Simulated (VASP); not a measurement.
A run of VASP 6.6.1 is set up as follows.

Contents of POSCAR:

```
HfN
1.0
    0.0000000000      2.3071136204      2.3071136204
    2.3071136204      0.0000000000      2.3071136204
    2.3071136204      2.3071136204      0.0000000000
Hf N
1 1
Direct
    0.0000000000      0.0000000000      0.0000000000
    0.5000000000      0.5000000000      0.5000000000
```

The input INCAR.step1:

```
PREC = Accurate
ENCUT = 520
ISMEAR = 0
SIGMA = 0.1
LREAL = False
LASPH = True
NELM = 60
NBANDS = 14
GGA = PE
ALGO = Normal
EDIFF = 1E-4
LWAVE = True
LCHARG = False
```

Contents of INCAR.step2:

```
PREC = Accurate
ENCUT = 520
EDIFF = 1E-6
ISMEAR = 0
SIGMA = 0.1
LREAL = False
LASPH = True
NELM = 60
ALGO = Normal
ISIF = 2
LWAVE = False
LCHARG = False
METAGGA = R2SCAN
LMIXTAU = True
NBANDS = 14
ISTART = 1
```

The input KPOINTS:

```
regular mesh
0
Gamma
  16 16 16
```

Potentials or basis: VASP PAW PBE potentials, release 64 (Hf_pv, N).

Command:

```console
$ cat potpaw_PBE.64/Hf_pv/POTCAR potpaw_PBE.64/N/POTCAR > POTCAR
$ cp INCAR.step1 INCAR
$ mpirun -np 1 vasp_std > vasp.out
$ cp INCAR.step2 INCAR
$ mpirun -np 1 vasp_std > vasp.out
```

Q: What does it give for the band gap on the k mesh?

A: Zero (an odd number of electrons rules out a gap without spin polarisation).

Q: Estimate the pressure.

A: -17.0 GPa.

Caveat: the cell stands under tension; the PAW data sets were made with another functional, which shifts forces and pressure a little; spin-orbit coupling is left out, which moves the levels of the heavy elements.
